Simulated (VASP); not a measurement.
Wanted: the native input for a VASP 6.6.1 run.

```
Task                   : single point
Functional             : LDA
Potentials or basis    : VASP PAW LDA potentials, release 64 (Al, Ga_d, N)
Cutoff                 : 520 eV
k mesh                 : 6 × 6 × 6
Occupations            : gaussian, width 0.05 eV
Spin                   : no spin polarisation
Dipole correction      : no
Further INCAR settings : ALGO = Normal; EDIFF = 1e-06; NBANDS = 41
```

The structure of AlGa3N4 lies in POSCAR:

```
AlGa3N4
1.0
    4.5595547306     -0.1549363258     -0.1549363258
   -0.1549363258      4.5595547306     -0.1549363258
   -0.1549363258     -0.1549363258      4.5595547306
Al Ga N
1 3 4
Direct
    0.0000000000      0.0000000000      0.0000000000
    0.5000000000      0.5000000000      0.0000000000
    0.5000000000      0.0000000000      0.5000000000
    0.0000000000      0.5000000000      0.5000000000
    0.7548078379      0.7548078379      0.2451921621
    0.7548078379      0.2451921621      0.7548078379
    0.2451921621      0.7548078379      0.7548078379
    0.2451921621      0.2451921621      0.2451921621
```

One way to write it, as run:

INCAR

```
ALGO = Normal
EDIFF = 1E-6
ENCUT = 520
GGA = CA
ISIF = 2
ISMEAR = 0
LASPH = T
LCHARG = F
LREAL = F
LWAVE = F
NBANDS = 41
NELM = 60
PREC = Accurate
SIGMA = 0.05
```

KPOINTS

```
k-points
0
Gamma
  6 6 6
```

Potentials or basis: VASP PAW LDA potentials, release 64 (Al, Ga_d, N).

Run with:

```sh
$ cat potpaw_LDA.64/Al/POTCAR potpaw_LDA.64/Ga_d/POTCAR potpaw_LDA.64/N/POTCAR > POTCAR
$ mpirun -np 1 vasp_std > vasp.out
```

Results of the run:

```
Pressure               : -11.0 GPa
Largest force          : 1.206 eV/Å
Band gap on the k mesh : 1.61 eV, direct
```

Caveat: forces of over 1 eV/Å act on the atoms, so gaps and moduli don't describe the material at rest.

Run time: 42 s on 1 thread of Intel(R) Xeon(R) 6975P-C (Granite Rapids), with other jobs on the host, peak memory 0.23 GiB.
